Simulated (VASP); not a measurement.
Wanted: the native input for a VASP 6.6.1 run.

```
Task                   : single point
Functional             : PBE
Dispersion             : D3(BJ)
Potentials or basis    : VASP PAW PBE potentials, release 64 (Ta_pv, N, F, H)
Cutoff                 : 520 eV
k mesh                 : 2 × 2 × 1
Occupations            : gaussian, width 0.05 eV
Spin                   : no spin polarisation
Dipole correction      : no
Further INCAR settings : ALGO = Normal; EDIFF = 1e-06; NBANDS = 65
```

The structure of Ta6HN6F lies in POSCAR:

```
Ta6HN6F
1.0
    5.2084950000      0.0000000000      0.0000000000
   -2.6042480000      4.5106890000      0.0000000000
    0.0000000000      0.0000000000     16.3721220000
Ta N F H
6 6 1 1
Direct
    0.0000000000      0.0000000000      0.0610794374
    0.3342163722      0.6683074360      0.1357900338
    0.6674847361      0.3328611217      0.1362985812
   -0.0025599442     -0.0024719062      0.2366122119
    0.3318713301      0.6665587009      0.3176924775
    0.6533706356      0.3269591408      0.3172896586
    0.3923922361      0.0000000000      0.0610794374
    0.6076078602      0.6076078400      0.0610794374
    0.0000000956      0.3923921600      0.0610794374
    0.3869301342     -0.0033442784      0.2307899367
    0.6107818086      0.6096800289      0.2304983435
   -0.0046786101      0.3853801492      0.2337265139
   -0.0021492519      0.4529651678      0.4049349864
    0.4564327730      0.9977094408      0.3915087488
```

The input as run:

INCAR

```
ALGO = Normal ; EDIFF = 1E-6
ENCUT = 520 ; GGA = PE
ISIF = 2 ; ISMEAR = 0
IVDW = 12 ; LASPH = T
LCHARG = F ; LREAL = F
LWAVE = F ; NBANDS = 65
NELM = 60 ; PREC = Accurate
SIGMA = 0.05
```

KPOINTS

```
k-points
0
Gamma
  2 2 1
```

Potentials or basis: VASP PAW PBE potentials, release 64 (Ta_pv, N, F, H).

Run with:

```bash
$ cat potpaw_PBE.64/Ta_pv/POTCAR potpaw_PBE.64/N/POTCAR potpaw_PBE.64/F/POTCAR potpaw_PBE.64/H/POTCAR > POTCAR
$ mpirun -np 1 vasp_std > vasp.out
```

Results of the run:

```yaml
Largest_force: 2.412 eV/Å
Band_gap_on_the_k_mesh: zero (bands 52 and 53 overlap by 0.16 eV)
Dispersion_energy_per_atom: -0.241 eV
```

Caveat: the k points lie up to 0.70 Å⁻¹ apart; there is no dipole correction, which matters where the two faces differ; spin-orbit coupling is left out, which moves the levels of the heavy elements.

It took 6.4 min on 1 thread of Oxide Virtual Turin-like Processor (shared host), peak memory 0.5 GiB.
